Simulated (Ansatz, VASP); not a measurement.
Two plane-wave programs on Te

```
CELL_PARAMETERS angstrom
-1.88090 1.88090 1.88090
1.88090 -1.88090 1.88090
1.88090 1.88090 -1.88090
ATOMIC_POSITIONS crystal
Te 0.00000 0.00000 0.00000
```

Alike in both runs: functional LDA; k mesh 11 × 11 × 11; occupations fermi-dirac, width 0.1 eV; no spin polarisation.

Ansatz relaxed the structure, and its values are those at the end. VASP's run is a single point on that final structure, the one shown.

```csv
,VASP,Ansatz
version,VASP 6.6.1,Ansatz 0.2.0
potentials or method,"VASP PAW LDA potentials, release 64 (Te), cutoff 520 eV","plane waves (420 eV) with PAW, scalar-relativistic"
valence electrons in the cell,6,16
```

```tsv
	VASP	Ansatz	Ansatz less VASP
pressure (GPa)	0.0	0.0	-0.04
```

Ansatz warns that its potentials were made for another functional, while VASP's fit it. LDA's correlation is that of Perdew and Zunger in VASP and of Perdew and Wang (1992) in Ansatz. VASP's potentials hold 6 valence electrons a cell and Ansatz's 16, so a difference there can come from the potentials and not from the codes.

Neither program's run includes spin-orbit coupling.
